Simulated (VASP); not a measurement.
Write the native input for VASP 6.6.1 that does the following.

| Item | Value |
| --- | --- |
| Task | single point |
| Functional | PBE |
| Potentials or basis | VASP PAW PBE potentials, release 64 (Cu) |
| Cutoff | 520 eV |
| k mesh | 14 × 14 × 16 |
| Occupations | gaussian, width 0.1 eV |
| Spin | no spin polarisation |
| Dipole correction | no |
| Further INCAR settings | ALGO = Fast; EDIFF = 1e-06; NBANDS = 18 |

The structure of Cu lies in POSCAR:

```
Cu
1.0
    3.0100830822      0.0000000000      0.0000000000
    0.0000000000      3.0100830822      0.0000000000
    0.0000000000      0.0000000000      2.6699172803
Cu
2
Direct
    0.0000000000      0.0000000000      0.0000000000
    0.5000000000      0.5000000000      0.5000000000
```

This cell differs from its parent crystal: biaxial strain in the a-b plane: +2.0 %, then relaxed in part.

The input as run:

INCAR

```
PREC = Accurate
ENCUT = 520
EDIFF = 1E-6
ISMEAR = 0
SIGMA = 0.1
LREAL = False
LASPH = True
NELM = 100
ALGO = Fast
ISIF = 2
LWAVE = False
LCHARG = False
GGA = PE
NBANDS = 18
```

KPOINTS

```
Automatic mesh
0
Gamma
  14 14 16
```

Potentials or basis: VASP PAW PBE potentials, release 64 (Cu).

Launch:

```bash
$ cat potpaw_PBE.64/Cu/POTCAR > POTCAR
$ mpirun -np 1 vasp_std > vasp.out
```

Results of the run:

```json
{"Pressure": "0.4 GPa", "Band gap on the k mesh": "zero (band 11 reaches 13.20 eV, above the bottom of band 12 at 5.72 eV)"}
```

Caveat: the cell differs from its parent crystal (biaxial strain in the a-b plane: +2.0 %, then relaxed in part).

Wall time 93 s on 1 thread of Intel(R) Xeon(R) Platinum 8259CL CPU @ 2.50GHz (Skylake/Cascade Lake) (shared host), peak memory 0.22 GiB.
